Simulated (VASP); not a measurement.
# Si2W (I4/mmm) in VASP: further runs, part 2 of 2

VASP 6.6.1.

### Step 4. Single point, LDA (12.10 Å³/atom)

This run uses another cell than the first one, of 12.10 Å³/atom.

The input, INCAR:

```
  PREC = Accurate
  ENCUT = 520
  EDIFF = 1E-7
  ISMEAR = 0
  SIGMA = 0.15
  LREAL = F
  LASPH = T
  NELM = 100
  ALGO = Normal
  ISIF = 2
  LWAVE = F
  LCHARG = F
  GGA = CA
  NBANDS = 18
```

The input, KPOINTS:

```
Automatic mesh
0
Gamma
  20 20 20
```

The input, POSCAR:

```
Si2W
1.0
   -1.5491890637      1.5491890637      3.7797083593
    1.5491890637     -1.5491890637      3.7797083593
    1.5491890637      1.5491890637     -3.7797083593
Si W
2 1
Direct
    0.3346644983      0.3346644983      0.0000000000
    0.6653355017      0.6653355017      0.0000000000
    0.0000000000      0.0000000000      0.0000000000
```

Potentials or basis: VASP PAW LDA potentials, release 64 (Si, W_sv).

Run with:

```
$ cat potpaw_LDA.64/Si/POTCAR potpaw_LDA.64/W_sv/POTCAR > POTCAR
$ mpirun -np 1 vasp_std > vasp.out
```

OUTCAR:

```text
PREC = Accurate
   ENCUT = 520
   EDIFF = 1E-7
   ISMEAR = 0
   LREAL = F
   LASPH = T
   NELM = 100
   ISIF = 2
   GGA = CA

 ion  position               nearest neighbor table
   1  0.335  0.335  0.000-   2 2.50   3 2.52   3 2.52   3 2.52   3 2.52   3 2.53   2 2.54   2 2.54
                             2 2.54   2 2.54
   2  0.665  0.665  0.000-   1 2.50   3 2.52   3 2.52   3 2.52   3 2.52   3 2.53   1 2.54   1 2.54
                             1 2.54   1 2.54
   3  0.000  0.000  0.000-   2 2.52   2 2.52   2 2.52   1 2.52   2 2.52   1 2.52   1 2.52   1 2.52
                             1 2.53   2 2.53

  LATTYP: Found a body centered tetragonal cell.
 ALAT       =     3.0983781274
 C/A-ratio  =     2.4397979871

  Lattice vectors:

 A1 = (  -1.5491890637,   1.5491890637,   3.7797083593)
 A2 = (   1.5491890637,  -1.5491890637,   3.7797083593)
 A3 = (   1.5491890637,   1.5491890637,  -3.7797083593)

Analysis of symmetry for initial positions (statically):
=====================================================================
 Subroutine PRICEL returns:
 Original cell was already a primitive cell.

 Routine SETGRP: Setting up the symmetry group for a
 body centered tetragonal supercell.

 Subroutine GETGRP returns: Found 16 space group operations
 (whereof 16 operations were pure point group operations)
 out of a pool of 16 trial point group operations.

The static configuration has the point symmetry D_4h.

Analysis of symmetry for dynamics (positions and initial velocities):
=====================================================================
 Subroutine PRICEL returns:
 Original cell was already a primitive cell.

 Routine SETGRP: Setting up the symmetry group for a
 body centered tetragonal supercell.

 Subroutine GETGRP returns: Found 16 space group operations
 (whereof 16 operations were pure point group operations)
 out of a pool of 16 trial point group operations.

The dynamic configuration has the point symmetry D_4h.

 Subroutine INISYM returns: Found 16 space group operations
 (whereof 16 operations are pure point group operations),
 and found     1 'primitive' translations

----------------------------------------------------------------------------------------

                                     Primitive cell

  volume of cell :      36.2850

  direct lattice vectors                    reciprocal lattice vectors
    -1.549189064  1.549189064  3.779708359     0.000000000  0.322749503  0.132285339
     1.549189064 -1.549189064  3.779708359     0.322749503  0.000000000  0.132285339
     1.549189064  1.549189064 -3.779708359     0.322749503  0.322749503  0.000000000

  length of vectors
     4.368772000  4.368772000  4.368772000     0.348807472  0.348807472  0.456436724

  position of ions in fractional coordinates (direct lattice)
     0.334664498  0.334664498  0.000000000
     0.665335502  0.665335502  0.000000000
     0.000000000  0.000000000  0.000000000

  ion indices of the primitive-cell ions
   primitive index   ion index
                 1           1
                 2           2
                 3           3

----------------------------------------------------------------------------------------

 KPOINTS: Automatic mesh

Automatic generation of k-mesh.
 Grid dimensions read from file:
 generate k-points for:   20   20   20

 Generating k-lattice:

  Cartesian coordinates                     Fractional coordinates (reciprocal lattice)
     0.000000000  0.016137475  0.006614267     0.050000000  0.000000000 -0.000000000
     0.016137475  0.000000000  0.006614267     0.000000000  0.050000000 -0.000000000
     0.016137475  0.016137475  0.000000000     0.000000000  0.000000000  0.050000000

  Length of vectors
     0.017440374  0.017440374  0.022821836

  Shift w.r.t. Gamma in fractional coordinates (k-lattice)
     0.000000000  0.000000000  0.000000000

 Subroutine IBZKPT returns following result:
 ===========================================

 Found    641 irreducible k-points:

 Following reciprocal coordinates:
            Coordinates               Weight
  0.000000  0.000000  0.000000      1.000000
  0.050000  0.000000 -0.000000      8.000000
  0.100000  0.000000  0.000000      8.000000
  0.150000  0.000000  0.000000      8.000000
  0.200000  0.000000  0.000000      8.000000
  0.250000  0.000000  0.000000      8.000000
[... 16 lines left out ...]
 -0.400000  0.050000  0.000000     16.000000
 -0.350000  0.050000  0.000000     16.000000
 [... further k-points ...]
   k-points           NKPTS =    641   k-points in BZ     NKDIM =    641   number of bands    NBANDS=     18
   number of dos      NEDOS =    301   number of ions     NIONS =      3
   total plane-waves  NPLWV =  32768
   dimension x,y,z NGX =    32 NGY =   32 NGZ =   32
   dimension x,y,z NGXF=    64 NGYF=   64 NGZF=   64
   ions per type =               2   1
   NGX,Y,Z   is equivalent  to a cutoff of  12.18, 12.18, 12.18 a.u.
   NGXF,Y,Z  is equivalent  to a cutoff of  24.35, 24.35, 24.35 a.u.
 SYSTEM =  unknown system
   PREC   = accura    normal or accurate (medium, high low for compatibility)
   ISTART =      0    job   : 0-new  1-cont  2-samecut
   ICHARG =      2    charge: 1-file 2-atom 10-const
   ISPIN  =      1    spin polarized calculation?
   LNONCOLLINEAR =      F non collinear calculations
   LSORBIT =      F    spin-orbit coupling
   LASPH  =      T    aspherical Exc in radial PAW
   ENCUT  =  520.0 eV  38.22 Ry    6.18 a.u.   8.12  8.12  8.12*2*pi/ulx,y,z
   NELM   =    100;   NELMIN=  2; NELMDL= -5     # of ELM steps
   EDIFF  = 0.1E-06   stopping-criterion for ELM
   LREAL  =      F    real-space projection
   EDIFFG = 0.1E-05   stopping-criterion for IOM
   NSW    =      0    number of steps for IOM
   IBRION =     -1    ionic relax: 0-MD 1-quasi-New 2-CG
   NFREE  =      0    steps in history (QN), initial steepest desc. (CG)
   ISIF   =      2    stress and relaxation
   ISYM   =      2    0-nonsym 1-usesym 2-fastsym
   POTIM  = 0.5000    time-step for ionic-motion
   TEBEG  =    0.0;   TEEND  =   0.0 temperature during run
   PSTRESS=    0.0 pullay stress
   NELECT =      22.0000    total number of electrons
   NUPDOWN=      -1.0000    fix difference up-down
   EMIN   =  10.00;   EMAX   =-10.00  energy-range for DOS
   EFERMI =   0.00;   METHOD = LEGACY
   ISMEAR =     0;   SIGMA  =   0.15  broadening in eV -4-tet -1-fermi 0-gaus
   EFERMI_NEDOS =   21; number of points for ismear=-14 and -15
   IALGO  =     38    algorithm
   IMIX   =      4    mixing-type and parameters
     AMIX     =   0.40;   BMIX     =  1.00
     AMIX_MAG =   1.60;   BMIX_MAG =  1.00
  volume/ion in A,a.u.               =      12.10        81.62
  Fermi-wavevector in a.u.,A,eV,Ry     =   1.385607  2.618417 26.121911  1.919906
  Thomas-Fermi vector in A             =   2.510001
   LORBIT       =      0    0 simple, 1 ext, 2 COOP (PROOUT), +10 PAW based schemes
   GGA     = CA    functional components
   LHFCALC =     F    Hartree Fock is set to
   AEXX    =    0.0000 exact exchange contribution
   IVDW    =     0    specifies the selected vdW correction
   LEPSILON=     F    determine dielectric tensor
   LRPA    =     F    only Hartree local field effects (RPA)
 non-spin polarized calculation
 Gauss-broadening in eV      SIGMA  =   0.15
  energy-cutoff  :      520.00
  volume of cell :       36.29
 maximum number of plane-waves:      1000
   NGX = 17   NGY = 17   NGZ = 17

 number of electron      22.0000001 magnetization

 Free energy of the ion-electron system (eV)
  ---------------------------------------------------
  ext. energy  EPLUGINS =         0.00000000
  ---------------------------------------------------
  free energy    TOTEN  =       -27.11753749 eV

  energy without entropy =      -27.11518918  energy(sigma->0) =      -27.11636334

 E-fermi :  13.5055     XC(G=0): -13.1673

 val. band max:       13.4989230074   @ k =  -0.2500  -0.3500   0.2500
 cond. band min:      13.5057440671   @ k =  -0.1500  -0.2500   0.1500
 fundamental gap:      0.0068210598
 Fermi energy:        13.5054663082

 k-point     1 :       0.0000    0.0000    0.0000
  band No.  band energies     occupation
      1     -59.6466      2.00000
      2     -24.2954      2.00000
      3     -24.2035      2.00000
      4     -24.2035      2.00000
      5      -1.3908      2.00000
      6       5.9714      2.00000
[... 481 lines left out ...]
      5       0.9516      2.00000
      6       5.1539      2.00000
[... 10 lines left out ...]
     17      21.5027      0.00000
     18      22.8272      0.00000

 [... further k-points ...]

------------------------ aborting loop because EDIFF is reached ----------------------------------------

  FORCE on cell =-STRESS in cart. coord.  units (eV):
  Direction    XX          YY          ZZ          XY          YZ          ZX
  --------------------------------------------------------------------------------------
  -------------------------------------------------------------------------------------
  Total        5.4600039      5.4600039      6.2082372      0.0000000      0.0000000      0.0000000
  in kB      241.0884508    241.0884508    274.1269630      0.0000000      0.0000000      0.0000000
  external PRESSURE =     252.1012882 kB  Pullay stress =       0.0000000 kB

 VOLUME and BASIS-vectors are now :
 -----------------------------------------------------------------------------
  energy-cutoff  :      520.00
  volume of cell :       36.29
      direct lattice vectors                 reciprocal lattice vectors
    -1.549189064  1.549189064  3.779708359     0.000000000  0.322749503  0.132285339
     1.549189064 -1.549189064  3.779708359     0.322749503  0.000000000  0.132285339
     1.549189064  1.549189064 -3.779708359     0.322749503  0.322749503  0.000000000

 POSITION                                       TOTAL-FORCE (eV/Angst)
 -----------------------------------------------------------------------------------
      0.00000      0.00000      2.52987         0.000000      0.000000     -0.260213
      0.00000      0.00000      5.02955        -0.000000     -0.000000      0.260213
      0.00000      0.00000      0.00000        -0.000000     -0.000000      0.000000
 -----------------------------------------------------------------------------------
    total drift:                               -0.000000      0.000000      0.000000

  FREE ENERGIE OF THE ION-ELECTRON SYSTEM (eV)
  ---------------------------------------------------
  free  energy   TOTEN  =       -27.1175374944 eV

  energy  without entropy=      -27.1151891819  energy(sigma->0) =      -27.11636334
```

It took 3.8 min on 1 thread of AMD EPYC 9R45 (Zen 5), shared host; peak memory 0.44 GiB.

What came out:

```
Free energy            : -27.1175 eV
Pressure               : 25.2 GPa
Largest force          : 0.260 eV/Å
Band gap on the k mesh : zero (bands 11 and 12 overlap by 1.44 eV)
```

Forces on the atoms (eV/Å):
```
Si   0.000  0.000 -0.260
Si   0.000  0.000  0.260
W    0.000  0.000  0.000
```

Levels at points of the mesh, in eV from the Fermi level:
```
           k point  band 9  band 10  band 11  band 12  band 13  band 14
(0.00, 0.00, 0.00)   -3.12    -3.12     0.71     2.63     3.46     3.46
(0.50, 0.00, 0.00)   -3.15    -3.11    -0.56     3.03     3.16     4.22
(0.50, 0.50, 0.00)   -5.39    -3.69    -1.63     3.29     3.45     3.68
(0.50, 0.50, 0.50)   -0.75    -0.75    -0.57    -0.57     0.93     4.97
```

Caveat: the cell stands under pressure; spin-orbit coupling is left out, which moves the levels of the heavy elements.

### Step 5. Summary

| cell | gap on the mesh (eV) | pressure (GPa) | largest force (eV/Å) |
| --- | --- | --- | --- |
| a = 4.552 Å, angles 136.5, 136.5, 63.3°, 3 atoms | none | -19.3 | 0.19 |
| a = 4.607 Å, angles 142.3, 142.3, 54.4°, 3 atoms | none | 25.4 | 0.29 |
| a = 4.369 Å, angles 138.5, 138.5, 60.2°, 3 atoms | none | 25.2 | 0.26 |

Alike in all rows: task single point; level LDA; potentials or basis VASP PAW LDA potentials, release 64 (Si, W_sv); no spin polarisation; k mesh 20 × 20 × 20; cutoff (eV) 520; smearing gaussian 0.15 eV.

Caveats: spin-orbit coupling is left out, which moves the levels of the heavy elements; the stress differs along the axes, from -25 to -7 GPa (at least some runs); the stress differs along the axes, from -7 to 42 GPa (at least some runs); the cell stands under pressure (at least some runs).

Total energies depend on the potentials used, so only differences within one code and one set of settings carry meaning.
